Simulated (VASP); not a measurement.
Here is a VASP 6.6.1 calculation.

The input POSCAR:

```
ZnS
1.0
    0.0000000000      5.0620454666      5.0620454666
    5.0620454666      0.0000000000      5.0620454666
    5.0620454666      5.0620454666      0.0000000000
Zn S
8 8
Direct
   -0.0029246083      0.0410088178     -0.0259678624
   -0.0077028150     -0.0076690342      0.5345601927
    0.0516420687      0.5084036714     -0.0359227315
   -0.0492219996      0.5481764276      0.4737484117
    0.4908860492     -0.0679238269      0.0387245633
    0.4826038241      0.0395562429      0.4825637217
    0.5373037477      0.4637597618      0.0241933821
    0.4798271797      0.4781677715      0.5148715114
    0.1792778247      0.2892049290      0.2532811111
    0.2714909435      0.2088054141      0.7854636088
    0.2692652622      0.7121692256      0.2517577150
    0.2828371474      0.7707859453      0.6955288180
    0.7392074063      0.2034798989      0.2902094637
    0.7326035541      0.2857302467      0.7426694455
    0.7577924824      0.7864311031      0.2172256269
    0.8033895639      0.7362967252      0.7500561828
```

INCAR.step1

```
PREC     = Accurate       # precision mode
ENCUT    = 520            # plane-wave cutoff, eV
ISMEAR   = -1             # smearing method
SIGMA    = 0.039          # smearing width, eV
LREAL    = Auto         
LASPH    = T              # aspherical terms in the spheres
NELM     = 100            # most SCF steps
NBANDS   = 86             # bands
GGA      = PE             # functional
ALGO     = Normal         # electronic algorithm
EDIFF    = 1E-4           # SCF threshold, eV
LWAVE    = T              # write WAVECAR
LCHARG   = F              # write CHGCAR
```

File INCAR.step2:

```
PREC     = Accurate       # precision mode
ENCUT    = 520            # plane-wave cutoff, eV
EDIFF    = 1E-6           # SCF threshold, eV
ISMEAR   = -1             # smearing method
SIGMA    = 0.039          # smearing width, eV
LREAL    = Auto         
LASPH    = T              # aspherical terms in the spheres
NELM     = 100            # most SCF steps
ALGO     = Normal         # electronic algorithm
ISIF     = 2              # what is computed and relaxed
LWAVE    = F              # write WAVECAR
LCHARG   = F              # write CHGCAR
METAGGA  = R2SCAN         # meta-GGA
LMIXTAU  = T            
NBANDS   = 86             # bands
ISTART   = 1
```

File KPOINTS:

```
Automatic mesh
0
Gamma
  2 2 2
```

Potentials or basis: VASP PAW PBE potentials, release 64 (Zn, S).

Command:

```bash
$ cat potpaw_PBE.64/Zn/POTCAR potpaw_PBE.64/S/POTCAR > POTCAR
$ cp INCAR.step1 INCAR
$ mpirun -np 1 vasp_std > vasp.out
$ cp INCAR.step2 INCAR
$ mpirun -np 1 vasp_std > vasp.out
```

(1) Predict the pressure.

(2) What does it give for the largest force?

(3) Predict the band gap on the k mesh.

Results:

(1) 6.2 GPa.

(2) 1.666 eV/Å.

(3) 1.18 eV (least direct gap 1.20 eV).

Caveat: the k points lie up to 0.54 Å⁻¹ apart; the atoms stand as in a frame of molecular dynamics; the PAW data sets were made with another functional, which shifts forces and pressure a little.
